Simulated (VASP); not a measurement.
Input of a VASP 6.6.1 run:

Contents of INCAR:

```
PREC = Accurate
ENCUT = 500
EDIFF = 1E-7
ISMEAR = 0
SIGMA = 0.02
LREAL = False
LASPH = True
NELM = 120
ALGO = Normal
ISIF = 3
LWAVE = False
LCHARG = False
GGA = PE
IBRION = 2
NSW = 100
EDIFFG = -0.01
GGA_COMPAT = False
NELMIN = 4
```

The input KPOINTS:

```
regular mesh
0
Gamma
  6 6 4
```

POSCAR

```
Al3InSb4
1.0
    4.4916247312      0.0000000000      0.0000000000
    0.0000000000      4.4916247312      0.0000000000
    0.0000000000      0.0000000000     12.5203496698
Al In Sb
3 1 4
Direct
    0.5000000000      0.5000000000      0.2575753331
    0.0000000000      0.0000000000      0.5000000000
    0.5000000000      0.5000000000      0.7424246669
    0.0000000000      0.0000000000      0.0000000000
    0.5000000000      0.0000000000      0.6212077372
    0.0000000000      0.5000000000      0.8619590923
    0.5000000000      0.0000000000      0.1380409077
    0.0000000000      0.5000000000      0.3787922628
```

Potentials or basis: VASP PAW PBE potentials, release 64 (Al, In_d, Sb).

Command:

```sh
$ cat potpaw_PBE.64/Al/POTCAR potpaw_PBE.64/In_d/POTCAR potpaw_PBE.64/Sb/POTCAR > POTCAR
$ mpirun -np 1 vasp_std > vasp.out
```

Predict the band gap on the k mesh.

0.71 eV.

Estimate the relaxed cell.

a = 4.476 Å, b = 4.476 Å, c = 12.649 Å, α = 90.00°, β = 90.00°, γ = 90.00°.

Forces in eV/Å, atoms in the order of the input:
```
Al   0.000  0.000 -0.006
Al   0.000  0.000  0.000
Al   0.000  0.000  0.006
In   0.000  0.000  0.000
Sb   0.000  0.000  0.004
Sb   0.000  0.000  0.002
Sb   0.000  0.000 -0.002
Sb   0.000  0.000 -0.004
```

Caveat: semilocal functionals underestimate gaps, and a narrow one can read as zero; spin-orbit coupling is left out, which moves the levels of the heavy elements. A k mesh can miss the band edges.
